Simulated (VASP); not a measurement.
# ZnO (I4cm) in VASP: relaxation of cell and atoms with PBE

Aim: the relaxation of cell and atoms of ZnO with PBE.

Program: VASP 6.6.1. These are calculated values, not measurements. Logs are shortened: lines on timing, memory, paths and dates and some standing lists are left out, and cuts for length are marked.

### Step 1. The cell of the first run

It takes space group I4cm (No. 108, tetragonal). Conventional cell: a = 6.467 Å, b = 6.467 Å, c = 5.280 Å, α = 90.00°, β = 90.00°, γ = 90.00°. Within 2.6 Å of Zn (site symmetry m) lie 4 O at 1.93 to 2.05 Å. Within 2.6 Å of O (site symmetry m) lie 4 Zn at 1.93 to 2.05 Å.

### Step 2. Relaxation of cell and atoms, PBE

File INCAR:

```
ALGO = Normal
EDIFF = 1E-6
EDIFFG = -0.01
ENCUT = 600
GGA = PE
IBRION = 2
ISIF = 3
ISMEAR = 0
LASPH = True
LCHARG = False
LREAL = False
LWAVE = False
NELM = 100
NSW = 100
PREC = Accurate
SIGMA = 0.02
```

File KPOINTS:

```
k-points
0
Gamma
  8 8 8
```

File POSCAR:

```
ZnO
1.0
   -3.2336667770      3.2336667770      2.6399606049
    3.2336667770     -3.2336667770      2.6399606049
    3.2336667770      3.2336667770     -2.6399606049
Zn O
4 4
Direct
    0.4103569095      0.9103569095      0.1985622167
    0.7117946927      0.2117946927      0.8014377833
    0.9103569095      0.7117946927      0.5000000000
    0.2117946927      0.4103569095      0.5000000000
    0.2889862044      0.0896233230      0.5000000000
    0.5896233230      0.7889862044      0.5000000000
    0.7889862044      0.2889862044      0.1993628815
    0.0896233230      0.5896233230      0.8006371185
```

Potentials or basis: VASP PAW PBE potentials, release 64 (Zn, O).

Started as:

```console
$ cat potpaw_PBE.64/Zn/POTCAR potpaw_PBE.64/O/POTCAR > POTCAR
$ mpirun -np 1 vasp_std > vasp.out
```

OUTCAR:

```text
EDIFF = 1E-6
   EDIFFG = -0.01
   ENCUT = 600
   GGA = PE
   IBRION = 2
   ISIF = 3
   ISMEAR = 0
   LASPH = True
   LREAL = False
   NELM = 100
   NSW = 100
   PREC = Accurate

 ion  position               nearest neighbor table
   1  0.410  0.910  0.199-   8 1.93   7 2.00   5 2.05   6 2.05   2 2.76
   2  0.712  0.212  0.801-   7 1.93   8 2.00   5 2.05   6 2.05   1 2.76
   3  0.910  0.712  0.500-   6 1.93   5 2.00   8 2.05   7 2.05   4 2.76
   4  0.212  0.410  0.500-   5 1.93   6 2.00   8 2.05   7 2.05   3 2.76
   5  0.289  0.090  0.500-   4 1.93   3 2.00   2 2.05   1 2.05
   6  0.590  0.789  0.500-   3 1.93   4 2.00   2 2.05   1 2.05
   7  0.789  0.289  0.199-   2 1.93   1 2.00   3 2.05   4 2.05
   8  0.090  0.590  0.801-   1 1.93   2 2.00   3 2.05   4 2.05

  LATTYP: Found a body centered tetragonal cell.
 ALAT       =     6.4673335540
 C/A-ratio  =     0.8163984687

  Lattice vectors:

 A1 = (  -3.2336667770,   3.2336667770,   2.6399606049)
 A2 = (   3.2336667770,  -3.2336667770,   2.6399606049)
 A3 = (   3.2336667770,   3.2336667770,  -2.6399606049)

Analysis of symmetry for initial positions (statically):
=====================================================================
 Subroutine PRICEL returns:
 Original cell was already a primitive cell.

 Routine SETGRP: Setting up the symmetry group for a
 body centered tetragonal supercell.

 Subroutine GETGRP returns: Found  8 space group operations
 (whereof  4 operations were pure point group operations)
 out of a pool of 16 trial point group operations.

The static configuration has the point symmetry     .
 The point group associated with its full space group is C_4v.

Analysis of symmetry for dynamics (positions and initial velocities):
=====================================================================
 Subroutine PRICEL returns:
 Original cell was already a primitive cell.

 Routine SETGRP: Setting up the symmetry group for a
 body centered tetragonal supercell.

 Subroutine GETGRP returns: Found  8 space group operations
 (whereof  4 operations were pure point group operations)
 out of a pool of 16 trial point group operations.

The dynamic configuration has the point symmetry C_4v.
 The point group associated with its full space group is C_4v.

 Subroutine INISYM returns: Found  8 space group operations
 (whereof  4 operations are pure point group operations),
 and found     1 'primitive' translations

----------------------------------------------------------------------------------------

                                     Primitive cell

  volume of cell :     110.4201

  direct lattice vectors                    reciprocal lattice vectors
    -3.233666777  3.233666777  2.639960605     0.000000000  0.154623229  0.189396766
     3.233666777 -3.233666777  2.639960605     0.154623229  0.000000000  0.189396766
     3.233666777  3.233666777 -2.639960605     0.154623229  0.154623229  0.000000000

  length of vectors
     5.280397111  5.280397111  5.280397111     0.244498421  0.244498421  0.218670268

  position of ions in fractional coordinates (direct lattice)
     0.410356910  0.910356910  0.198562217
     0.711794693  0.211794693  0.801437783
     0.910356910  0.711794693  0.500000000
     0.211794693  0.410356910  0.500000000
     0.288986204  0.089623323  0.500000000
     0.589623323  0.788986204  0.500000000
     0.788986204  0.288986204  0.199362882
     0.089623323  0.589623323  0.800637118

  ion indices of the primitive-cell ions
   primitive index   ion index
                 1           1
                 2           2
                 3           3
                 4           4
                 5           5
                 6           6
                 7           7
                 8           8

----------------------------------------------------------------------------------------

 KPOINTS: k-points

Automatic generation of k-mesh.
 Grid dimensions read from file:
 generate k-points for:    8    8    8

 Generating k-lattice:

  Cartesian coordinates                     Fractional coordinates (reciprocal lattice)
     0.000000000  0.019327904  0.023674596     0.125000000  0.000000000 -0.000000000
     0.019327904  0.000000000  0.023674596     0.000000000  0.125000000 -0.000000000
     0.019327904  0.019327904  0.000000000     0.000000000  0.000000000  0.125000000

  Length of vectors
     0.030562303  0.030562303  0.027333784

  Shift w.r.t. Gamma in fractional coordinates (k-lattice)
     0.000000000  0.000000000  0.000000000

 Subroutine IBZKPT returns following result:
 ===========================================

 Found     59 irreducible k-points:

 Following reciprocal coordinates:
            Coordinates               Weight
  0.000000  0.000000  0.000000      1.000000
  0.125000 -0.000000  0.000000      8.000000
  0.250000 -0.000000  0.000000      8.000000
  0.375000 -0.000000  0.000000      8.000000
  0.500000 -0.000000  0.000000      4.000000
  0.125000  0.125000  0.000000      8.000000
[... 16 lines left out ...]
  0.250000  0.125000  0.125000     16.000000
  0.375000  0.125000  0.125000      8.000000
 [... further k-points ...]
   k-points           NKPTS =     59   k-points in BZ     NKDIM =     59   number of bands    NBANDS=     43
   number of dos      NEDOS =    301   number of ions     NIONS =      8
   total plane-waves  NPLWV =  74088
   dimension x,y,z NGX =    42 NGY =   42 NGZ =   42
   dimension x,y,z NGXF=    84 NGYF=   84 NGZF=   84
   ions per type =               4   4
   NGX,Y,Z   is equivalent  to a cutoff of  13.22, 13.22, 13.22 a.u.
   NGXF,Y,Z  is equivalent  to a cutoff of  26.45, 26.45, 26.45 a.u.
 SYSTEM =  unknown system
   PREC   = accura    normal or accurate (medium, high low for compatibility)
   ISTART =      0    job   : 0-new  1-cont  2-samecut
   ICHARG =      2    charge: 1-file 2-atom 10-const
   ISPIN  =      1    spin polarized calculation?
   LNONCOLLINEAR =      F non collinear calculations
   LSORBIT =      F    spin-orbit coupling
   LASPH  =      T    aspherical Exc in radial PAW
   ENCUT  =  600.0 eV  44.10 Ry    6.64 a.u.  10.55 10.55 10.55*2*pi/ulx,y,z
   NELM   =    100;   NELMIN=  2; NELMDL= -5     # of ELM steps
   EDIFF  = 0.1E-05   stopping-criterion for ELM
   LREAL  =      F    real-space projection
   EDIFFG = -.1E-01   stopping-criterion for IOM
   NSW    =    100    number of steps for IOM
   IBRION =      2    ionic relax: 0-MD 1-quasi-New 2-CG
   NFREE  =      1    steps in history (QN), initial steepest desc. (CG)
   ISIF   =      3    stress and relaxation
   ISYM   =      2    0-nonsym 1-usesym 2-fastsym
   POTIM  = 0.5000    time-step for ionic-motion
   TEBEG  =    0.0;   TEEND  =   0.0 temperature during run
   PSTRESS=    0.0 pullay stress
   NELECT =      72.0000    total number of electrons
   NUPDOWN=      -1.0000    fix difference up-down
   EMIN   =  10.00;   EMAX   =-10.00  energy-range for DOS
   EFERMI =   0.00;   METHOD = LEGACY
   ISMEAR =     0;   SIGMA  =   0.02  broadening in eV -4-tet -1-fermi 0-gaus
   EFERMI_NEDOS =   21; number of points for ismear=-14 and -15
   IALGO  =     38    algorithm
   IMIX   =      4    mixing-type and parameters
     AMIX     =   0.40;   BMIX     =  1.00
     AMIX_MAG =   1.60;   BMIX_MAG =  1.00
  volume/ion in A,a.u.               =      13.80        93.14
  Fermi-wavevector in a.u.,A,eV,Ry     =   1.419612  2.682678 27.419799  2.015298
  Thomas-Fermi vector in A             =   2.540614
   LORBIT       =      0    0 simple, 1 ext, 2 COOP (PROOUT), +10 PAW based schemes
   GGA     = PE    functional components
   LHFCALC =     F    Hartree Fock is set to
   AEXX    =    0.0000 exact exchange contribution
   IVDW    =     0    specifies the selected vdW correction
   LEPSILON=     F    determine dielectric tensor
   LRPA    =     F    only Hartree local field effects (RPA)
 conjugate gradient relaxation of ions
 non-spin polarized calculation
 Gauss-broadening in eV      SIGMA  =   0.02
  energy-cutoff  :      600.00
  volume of cell :      110.42
 maximum number of plane-waves:      3708
   NGX = 21   NGY = 21   NGZ = 21

--------------------------------------- Ionic step        1  -------------------------------------------

 number of electron      72.0000020 magnetization

 Free energy of the ion-electron system (eV)
  ---------------------------------------------------
  ext. energy  EPLUGINS =         0.00000000
  ---------------------------------------------------
  free energy    TOTEN  =       -35.15695746 eV

  energy without entropy =      -35.15695746  energy(sigma->0) =      -35.15695746

------------------------ aborting loop because EDIFF is reached ----------------------------------------

  FORCE on cell =-STRESS in cart. coord.  units (eV):
  Direction    XX          YY          ZZ          XY          YZ          ZX
  --------------------------------------------------------------------------------------
  -------------------------------------------------------------------------------------
  Total        0.4003771      0.4003771      0.5791753      0.0000000      0.0000000      0.0000000
  in kB        5.8094080      5.8094080      8.4037402      0.0000000      0.0000000      0.0000000
  external PRESSURE =       6.6741854 kB  Pullay stress =       0.0000000 kB
[... 69 lines left out ...]
  energy  without entropy=      -35.1579228802  energy(sigma->0) =      -35.15792288

--------------------------------------- Ionic step        3  -------------------------------------------

 number of electron      72.0000019 magnetization

 Free energy of the ion-electron system (eV)
  ---------------------------------------------------
  ext. energy  EPLUGINS =         0.00000000
  ---------------------------------------------------
  free energy    TOTEN  =       -35.15823720 eV

  energy without entropy =      -35.15823720  energy(sigma->0) =      -35.15823720

 E-fermi :   0.2570     XC(G=0):  -9.8666

 val. band max:        0.1544304952   @ k =   0.0000   0.0000   0.0000
 cond. band min:       1.0685584477   @ k =   0.0000   0.0000   0.0000
 fundamental gap:      0.9141279524
 Fermi energy:         0.2569770300

 k-point     1 :       0.0000    0.0000    0.0000
  band No.  band energies     occupation
      1     -17.5560      2.00000
      2     -16.8381      2.00000
      3     -16.6060      2.00000
      4     -16.6060      2.00000
      5      -5.9474      2.00000
      6      -5.3811      2.00000
[... 1093 lines left out ...]
     42       8.1965      0.00000
     43       9.1523      0.00000

 [... further k-points ...]

------------------------ aborting loop because EDIFF is reached ----------------------------------------

  FORCE on cell =-STRESS in cart. coord.  units (eV):
  Direction    XX          YY          ZZ          XY          YZ          ZX
  --------------------------------------------------------------------------------------
  -------------------------------------------------------------------------------------
  Total       -0.0195299     -0.0195299      0.0415209      0.0000000     -0.0000000      0.0000000
  in kB       -0.2818305     -0.2818305      0.5991748      0.0000000     -0.0000000      0.0000000
  external PRESSURE =       0.0118380 kB  Pullay stress =       0.0000000 kB
[... 23 lines left out ...]
  FREE ENERGIE OF THE ION-ELECTRON SYSTEM (eV)
  ---------------------------------------------------
  free  energy   TOTEN  =       -35.1582372009 eV

  energy  without entropy=      -35.1582372009  energy(sigma->0) =      -35.15823720

 reached required accuracy - stopping structural energy minimisation
```

Run time: 15 min. Hardware: 1 thread of Oxide Virtual Turin-like, shared host; peak memory 0.39 GiB.

What came out:

| Property | Result |
| --- | --- |
| Free energy | -35.1582 eV |
| Relaxed volume | 13.88 Å³/atom |
| Relaxed cell | a = 5.290 Å, b = 5.290 Å, c = 5.290 Å, α = 104.49°, β = 104.49°, γ = 119.97° |
| Space group after relaxing (to 0.1 Å) | I4cm (No. 108) |
| Energy gained by relaxing | 0.2 meV/atom |
| Ionic steps | 3 |
| Pressure after relaxing | 0.0 GPa |
| Largest force after relaxing | 0.006 eV/Å |
| Band gap on the k mesh | 0.91 eV |

Forces on the atoms (eV/Å):
```
Zn   0.000  0.000  0.004
Zn   0.000  0.000  0.004
Zn   0.000  0.000  0.004
Zn   0.000  0.000  0.004
O   -0.003  0.003 -0.004
O    0.003 -0.003 -0.004
O    0.003  0.003 -0.004
O   -0.003 -0.003 -0.004
```

The path:
```tsv
step	energy change (eV)	largest force (eV/Å)	pressure (GPa)	volume (Å³)
1	0.0000	0.0140	0.67	110.42
2	-0.0010	0.0130	-0.32	111.34
3	-0.0013	0.0056	0.00	111.03
```

Final structure:
```xyz
8
Lattice="-3.2388 3.2388 2.6460 3.2388 -3.2388 2.6460 3.2388 3.2388 -2.6460" Properties=species:S:1:pos:R:3 pbc="T T T"
Zn    2.2622   -0.9766    2.9690
Zn    0.9766    4.2154    0.3230
Zn    0.9766    2.2622    2.9690
Zn    2.2622    0.9766    0.3230
O     0.9739    2.2649   -0.3210
O     2.2649    0.9739    2.3250
O    -0.9739    2.2649    2.3250
O     4.2127    0.9739   -0.3210
```
